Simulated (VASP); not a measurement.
# AlN in VASP: single point with r2SCAN

Aim: the single point of AlN with r2SCAN.

Everything below comes from runs of VASP 6.6.1. Logs are shortened: lines on timing, memory, paths and dates and some standing lists are left out, and cuts for length are marked.

### 1 The cell of the first run

The typed cell holds 12 atoms: a = 3.089 Å, b = 3.089 Å, c = 15.546 Å, α = 78.54°, β = 78.54°, γ = 60.00°.

### 2 Single point, r2SCAN

The input, POSCAR:

```
AlN
1.0
    2.1839935596     -2.1839935596      0.0000000000
    2.1839935596      0.0000000000     -2.1839935596
   11.6481112508      7.2799057322      7.2799057322
Al N
6 6
Direct
    0.6250201400      0.6250201400      0.0624666667
   -0.5972298600     -0.5972298600      0.8958000000
    0.1805701400      0.1805701400      0.2291333333
    0.2916701400      0.2916701400      0.5624666667
   -0.2638798600     -0.2638798600      0.3958000000
   -0.1527798600     -0.1527798600      0.7291333333
    0.3750076400      0.3750076400      0.4374666667
    0.8194576400      0.8194576400      0.2708000000
   -0.0694423600     -0.0694423600      0.6041333333
    0.0416576400      0.0416576400      0.9374666667
   -0.5138923600     -0.5138923600      0.7708000000
    0.2639076400      0.2639076400      0.1041333333
```

The input, INCAR.step1:

```
PREC     = Accurate       # precision mode
ENCUT    = 520            # plane-wave cutoff, eV
ISMEAR   = 0              # smearing method
SIGMA    = 0.05           # smearing width, eV
LREAL    = False          # projectors in reciprocal space
LASPH    = True           # aspherical terms in the spheres
NELM     = 100            # most SCF steps
NBANDS   = 36             # bands
GGA      = PE             # functional
ALGO     = Normal         # electronic algorithm
EDIFF    = 1E-4           # SCF threshold, eV
LWAVE    = True           # write WAVECAR
LCHARG   = False          # write CHGCAR
```

The input, INCAR.step2:

```
PREC     = Accurate       # precision mode
ENCUT    = 520            # plane-wave cutoff, eV
EDIFF    = 1E-7           # SCF threshold, eV
ISMEAR   = 0              # smearing method
SIGMA    = 0.05           # smearing width, eV
LREAL    = False          # projectors in reciprocal space
LASPH    = True           # aspherical terms in the spheres
NELM     = 100            # most SCF steps
ALGO     = Normal         # electronic algorithm
ISIF     = 2              # what is computed and relaxed
LWAVE    = False          # write WAVECAR
LCHARG   = False          # write CHGCAR
METAGGA  = R2SCAN         # meta-GGA
LMIXTAU  = True         
NBANDS   = 36             # bands
ISTART   = 1
```

The input, KPOINTS:

```
Automatic mesh
0
Gamma
  8 8 2
```

Potentials or basis: VASP PAW PBE potentials, release 64 (Al, N).

Command:

```sh
> cat potpaw_PBE.64/Al/POTCAR potpaw_PBE.64/N/POTCAR > POTCAR
> cp INCAR.step1 INCAR
> mpirun -np 1 vasp_std > vasp.out
> cp INCAR.step2 INCAR
> mpirun -np 1 vasp_std > vasp.out
```

OUTCAR:

```text
PREC = Accurate
   ENCUT = 520
   EDIFF = 1E-7
   ISMEAR = 0
   LREAL = False
   LASPH = True
   NELM = 100
   ISIF = 2
   METAGGA = R2SCAN
   ISTART = 1

 ion  position               nearest neighbor table
   1  0.625  0.625  0.062-  12 1.89  12 1.89  12 1.89   2 3.09   2 3.09   3 3.09   3 3.09   3 3.09
                             2 3.09
   2  0.403  0.403  0.896-  11 1.89  10 1.89  10 1.89  10 1.89   1 3.09   1 3.09   6 3.09   6 3.09
                             6 3.09   1 3.09
   3  0.181  0.181  0.229-  12 1.89   8 1.89   8 1.89   8 1.89   1 3.09   1 3.09   1 3.09   5 3.09
                             5 3.09   5 3.09
   4  0.292  0.292  0.562-   9 1.89   9 1.89   9 1.89   7 1.89   6 3.09   6 3.09   6 3.09   5 3.09
                             5 3.09   5 3.09
   5  0.736  0.736  0.396-   8 1.89   7 1.89   7 1.89   7 1.89   4 3.09   3 3.09   4 3.09   4 3.09
                             3 3.09   3 3.09
   6  0.847  0.847  0.729-   9 1.89  11 1.89  11 1.89  11 1.89   4 3.09   4 3.09   4 3.09   2 3.09
                             2 3.09   2 3.09
   7  0.375  0.375  0.437-   4 1.89   5 1.89   5 1.89   5 1.89
   8  0.819  0.819  0.271-   5 1.89   3 1.89   3 1.89   3 1.89
   9  0.931  0.931  0.604-   4 1.89   4 1.89   4 1.89   6 1.89
  10  0.042  0.042  0.937-   2 1.89   2 1.89   2 1.89
  11  0.486  0.486  0.771-   2 1.89   6 1.89   6 1.89   6 1.89
  12  0.264  0.264  0.104-   1 1.89   1 1.89   1 1.89   3 1.89

  LATTYP: Found a trigonal (rhomboedric) cell.
 ALAT       =    15.2358767699
 COS(alpha) =     0.9794520407

  Lattice vectors:

 A1 = (   9.4641176912,   9.4638992918,   7.2799057322)
 A2 = (   7.2801241316,   9.4638992918,   9.4638992918)
 A3 = (   9.4641176912,   7.2799057322,   9.4638992918)

Analysis of symmetry for initial positions (statically):
=====================================================================
 Subroutine PRICEL returns:
 Original cell was already a primitive cell.

 Routine SETGRP: Setting up the symmetry group for a
 trigonal (rhombohedral) supercell.

 Subroutine GETGRP returns: Found  2 space group operations
 (whereof  2 operations were pure point group operations)
 out of a pool of 12 trial point group operations.

The static configuration has the point symmetry C_1h.

Analysis of symmetry for dynamics (positions and initial velocities):
=====================================================================
 Subroutine PRICEL returns:
 Original cell was already a primitive cell.

 Routine SETGRP: Setting up the symmetry group for a
 trigonal (rhombohedral) supercell.

 Subroutine GETGRP returns: Found  2 space group operations
 (whereof  2 operations were pure point group operations)
 out of a pool of 12 trial point group operations.

The dynamic configuration has the point symmetry C_1h.

 Subroutine INISYM returns: Found  2 space group operations
 (whereof  2 operations are pure point group operations),
 and found     1 'primitive' translations

----------------------------------------------------------------------------------------

                                     Primitive cell

  volume of cell :     125.0073

  direct lattice vectors                    reciprocal lattice vectors
     2.183993560 -2.183993560  0.000000000     0.127186730 -0.330690078  0.127186730
     2.183993560  0.000000000 -2.183993560     0.127186730  0.127186730 -0.330690078
    11.648111251  7.279905732  7.279905732     0.038156401  0.038156401  0.038156401

  length of vectors
     3.088633312  3.088633312 15.545821003     0.376442368  0.376442368  0.066088825

  position of ions in fractional coordinates (direct lattice)
     0.625020140  0.625020140  0.062466667
     0.402770140  0.402770140  0.895800000
     0.180570140  0.180570140  0.229133333
     0.291670140  0.291670140  0.562466667
     0.736120140  0.736120140  0.395800000
     0.847220140  0.847220140  0.729133333
     0.375007640  0.375007640  0.437466667
     0.819457640  0.819457640  0.270800000
     0.930557640  0.930557640  0.604133333
     0.041657640  0.041657640  0.937466667
     0.486107640  0.486107640  0.770800000
     0.263907640  0.263907640  0.104133333

  ion indices of the primitive-cell ions
   primitive index   ion index
                 1           1
[... 46 lines left out ...]
|        whereas your k-lattice is base-centered monoclinic.                  |
|                                                                             |
|     Results are often still useful ...                                      |
|                                                                             |
 -----------------------------------------------------------------------------

 WARNING: IBZKPT: internal override: KBLOWUP is changed to .FALSE.
      ... skipping the blow-up phase ...

 Subroutine IBZKPT returns following result:
 ===========================================

 Found     42 irreducible k-points:

 Following reciprocal coordinates:
            Coordinates               Weight
  0.000000  0.000000  0.000000      1.000000
  0.125000  0.000000 -0.000000      4.000000
  0.250000  0.000000 -0.000000      4.000000
  0.375000  0.000000 -0.000000      4.000000
  0.500000  0.000000 -0.000000      2.000000
  0.125000  0.125000 -0.000000      2.000000
[... 16 lines left out ...]
  0.125000  0.000000  0.500000      4.000000
  0.250000  0.000000  0.500000      4.000000
 [... further k-points ...]
   k-points           NKPTS =     42   k-points in BZ     NKDIM =     42   number of bands    NBANDS=     36
   number of dos      NEDOS =    301   number of ions     NIONS =     12
   total plane-waves  NPLWV =  69120
   dimension x,y,z NGX =    24 NGY =   24 NGZ =  120
   dimension x,y,z NGXF=    48 NGYF=   48 NGZF=  240
   ions per type =               6   6
   NGX,Y,Z   is equivalent  to a cutoff of  12.92, 12.92, 12.83 a.u.
   NGXF,Y,Z  is equivalent  to a cutoff of  25.84, 25.84, 25.67 a.u.
 SYSTEM =  unknown system
   PREC   = accura    normal or accurate (medium, high low for compatibility)
   ISTART =      1    job   : 0-new  1-cont  2-samecut
   ICHARG =      0    charge: 1-file 2-atom 10-const
   ISPIN  =      1    spin polarized calculation?
   LNONCOLLINEAR =      F non collinear calculations
   LSORBIT =      F    spin-orbit coupling
   LASPH  =      T    aspherical Exc in radial PAW
   ENCUT  =  520.0 eV  38.22 Ry    6.18 a.u.   5.74  5.74 28.90*2*pi/ulx,y,z
   NELM   =    100;   NELMIN=  2; NELMDL=  0     # of ELM steps
   EDIFF  = 0.1E-06   stopping-criterion for ELM
   LREAL  =      F    real-space projection
   EDIFFG = 0.1E-05   stopping-criterion for IOM
   NSW    =      0    number of steps for IOM
   IBRION =     -1    ionic relax: 0-MD 1-quasi-New 2-CG
   NFREE  =      0    steps in history (QN), initial steepest desc. (CG)
   ISIF   =      2    stress and relaxation
   ISYM   =      2    0-nonsym 1-usesym 2-fastsym
   POTIM  = 0.5000    time-step for ionic-motion
   TEBEG  =    0.0;   TEEND  =   0.0 temperature during run
   PSTRESS=    0.0 pullay stress
   NELECT =      48.0000    total number of electrons
   NUPDOWN=      -1.0000    fix difference up-down
   EMIN   =  10.00;   EMAX   =-10.00  energy-range for DOS
   EFERMI =   0.00;   METHOD = LEGACY
   ISMEAR =     0;   SIGMA  =   0.05  broadening in eV -4-tet -1-fermi 0-gaus
   EFERMI_NEDOS =   21; number of points for ismear=-14 and -15
   IALGO  =     38    algorithm
   IMIX   =      4    mixing-type and parameters
     AMIX     =   0.40;   BMIX     =  1.00
     AMIX_MAG =   1.60;   BMIX_MAG =  1.00
  volume/ion in A,a.u.               =      10.42        70.30
  Fermi-wavevector in a.u.,A,eV,Ry     =   1.189899  2.248583 19.263943  1.415860
  Thomas-Fermi vector in A             =   2.325996
   LORBIT       =      0    0 simple, 1 ext, 2 COOP (PROOUT), +10 PAW based schemes
   METAGGA = R2SCAN    functional components
   LHFCALC =     F    Hartree Fock is set to
   AEXX    =    0.0000 exact exchange contribution
   IVDW    =     0    specifies the selected vdW correction
   LEPSILON=     F    determine dielectric tensor
   LRPA    =     F    only Hartree local field effects (RPA)
 non-spin polarized calculation
 Gauss-broadening in eV      SIGMA  =   0.05
  energy-cutoff  :      520.00
  volume of cell :      125.01
 maximum number of plane-waves:      3394
   NGX = 11   NGY = 11   NGZ = 57

 number of electron      48.0000006 magnetization

 Free energy of the ion-electron system (eV)
  ---------------------------------------------------
  ext. energy  EPLUGINS =         0.00000000
  ---------------------------------------------------
  free energy    TOTEN  =      -113.97104657 eV

  energy without entropy =     -113.97104657  energy(sigma->0) =     -113.97104657

 E-fermi :   6.2925     XC(G=0): -11.4533

 val. band max:        6.0027373921   @ k =   0.0000   0.0000   0.0000
 cond. band min:       9.9636866597   @ k =   0.5000   0.0000   0.5000
 fundamental gap:      3.9609492676
 Fermi energy:         6.2924978356

 k-point     1 :       0.0000    0.0000    0.0000
  band No.  band energies     occupation
      1     -10.0143      2.00000
      2      -9.6215      2.00000
      3      -9.5415      2.00000
      4      -8.6558      2.00000
      5      -8.5509      2.00000
      6      -7.9292      2.00000
[... 925 lines left out ...]
     35      17.0550      0.00000
     36      17.5980      0.00000

 [... further k-points ...]

------------------------ aborting loop because EDIFF is reached ----------------------------------------

  FORCE on cell =-STRESS in cart. coord.  units (eV):
  Direction    XX          YY          ZZ          XY          YZ          ZX
  --------------------------------------------------------------------------------------
  -------------------------------------------------------------------------------------
  Total       -2.0283282     -2.0268551     -2.0268551      0.6129411      0.6117852      0.6129428
  in kB      -25.9964174    -25.9775371    -25.9775371      7.8558646      7.8410503      7.8558871
  external PRESSURE =     -25.9838305 kB  Pullay stress =       0.0000000 kB

 VOLUME and BASIS-vectors are now :
 -----------------------------------------------------------------------------
  energy-cutoff  :      520.00
  volume of cell :      125.01
      direct lattice vectors                 reciprocal lattice vectors
     2.183993560 -2.183993560  0.000000000     0.127186730 -0.330690078  0.127186730
     2.183993560  0.000000000 -2.183993560     0.127186730  0.127186730 -0.330690078
    11.648111251  7.279905732  7.279905732     0.038156401  0.038156401  0.038156401

 POSITION                                       TOTAL-FORCE (eV/Angst)
 -----------------------------------------------------------------------------------
      3.45770     -0.91029     -0.91029        -0.406937     -0.407694     -0.407694
     12.19367      5.64169      5.64169        -0.084361     -0.085228     -0.085228
      3.45770      1.27371      1.27371         0.051604      0.053272      0.053272
      7.82569      3.45770      3.45770         0.044321      0.043517      0.043517
      7.82569      1.27371      1.27371         0.044757      0.043660      0.043660
     12.19367      3.45770      3.45770         0.044614      0.046260      0.046260
      6.73369      2.36570      2.36570        -0.041536     -0.042240     -0.042240
      6.73369      0.18171      0.18171        -0.043287     -0.042813     -0.042813
     11.10168      2.36570      2.36570        -0.042717     -0.042726     -0.042726
     11.10168      6.73369      6.73369         0.456852      0.456478      0.456478
     11.10168      4.54970      4.54970        -0.057228     -0.056712     -0.056712
      2.36570      0.18171      0.18171         0.033918      0.034226      0.034226
 -----------------------------------------------------------------------------------
    total drift:                                0.033557      0.034532      0.034532

  FREE ENERGIE OF THE ION-ELECTRON SYSTEM (eV)
  ---------------------------------------------------
  free  energy   TOTEN  =      -113.9710465749 eV

  energy  without entropy=     -113.9710465749  energy(sigma->0) =     -113.97104657
```

It took 7.6 min on 1 thread of Intel Xeon 6975P-C (Granite Rapids), shared host; peak memory 0.33 GiB.

What came out:

- Free energy: -113.9710 eV
- Pressure: -2.6 GPa
- Largest force: 0.791 eV/Å
- Band gap on the k mesh: 3.96 eV, indirect (least direct gap 4.43 eV)

Forces in eV/Å, atoms in the order of the input:
```
Al  -0.407 -0.408 -0.408
Al  -0.084 -0.085 -0.085
Al   0.052  0.053  0.053
Al   0.044  0.044  0.044
Al   0.045  0.044  0.044
Al   0.045  0.046  0.046
N   -0.042 -0.042 -0.042
N   -0.043 -0.043 -0.043
N   -0.043 -0.043 -0.043
N    0.457  0.456  0.456
N   -0.057 -0.057 -0.057
N    0.034  0.034  0.034
```

Stress tensor (GPa, compression positive):
```
-2.60  0.79  0.79
 0.79 -2.60  0.78
 0.79  0.78 -2.60
```

Levels at points of the mesh, in eV from the valence-band top:
| k point | band 20 | band 21 | band 22 | band 23 | band 24 | band 25 | band 26 | band 27 | band 28 | band 29 |
| --- | --- | --- | --- | --- | --- | --- | --- | --- | --- | --- |
| (0.00, 0.00, 0.00) | -0.35 | -0.35 | -0.19 | -0.19 | 0.00 | 4.43 | 5.81 | 6.13 | 7.25 | 7.63 |
| (0.50, 0.00, 0.00) | -1.23 | -1.17 | -1.11 | -0.73 | -0.68 | 4.06 | 4.72 | 5.69 | 6.16 | 7.08 |
| (0.50, 0.50, 0.00) | -1.23 | -1.17 | -1.11 | -0.73 | -0.68 | 4.06 | 4.72 | 5.69 | 6.17 | 7.08 |
| (0.00, 0.00, 0.50) | -0.42 | -0.31 | -0.31 | -0.20 | -0.20 | 4.78 | 5.14 | 6.70 | 7.04 | 7.59 |
| (0.50, 0.00, 0.50) | -1.46 | -1.10 | -0.91 | -0.78 | -0.64 | 3.96 | 4.87 | 5.73 | 5.98 | 7.21 |
| (0.50, 0.50, 0.50) | -1.46 | -1.10 | -0.91 | -0.78 | -0.64 | 3.96 | 4.87 | 5.73 | 5.98 | 7.21 |

Caveat: the PAW data sets were made with another functional, which shifts forces and pressure a little. r2SCAN opens gaps a little over a GGA but as a rule still falls short of measured ones.
